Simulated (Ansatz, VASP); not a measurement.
One calculation of Cd2Mo, two programs

```
Cd Mo
1.0
     4.73980    0.00000    0.00000
    -2.36990    4.10479    0.00000
     0.00000    0.00000    2.91414
Cd Mo
2 1
Cartesian
  0.0000 2.7365 1.4571
  2.3699 1.3683 1.4571
  0.0000 0.0000 0.0000
```

Alike in both runs: functional PBE; k mesh 6 × 6 × 4; occupations gaussian, width 0.1 eV; no spin polarisation.

Ansatz relaxed the structure, and its values are those at the end. VASP's run is a single point on that final structure, the one shown.

|  | VASP | Ansatz |
| --- | --- | --- |
| version | VASP 6.6.1 | Ansatz 0.2.0 |
| potentials or method | VASP PAW PBE potentials, release 64 (Cd, Mo_sv), cutoff 520 eV | scalar-relativistic, plane waves, PAW |
| valence electrons in the cell | 38 | 54 |

|  | VASP | Ansatz | Ansatz less VASP |
| --- | --- | --- | --- |
| gap on the k mesh at the Fermi level (eV) | none | none | - |
| pressure (GPa) | 0.7 | 0.0 | -0.69 |

A gap of «none» marks a metal or a gap that the smearing closes. VASP's potentials hold 38 valence electrons a cell and Ansatz's 54, so a difference there can come from the potentials and not from the codes.

The k mesh is coarse, so the values compare programs but aren't converged.
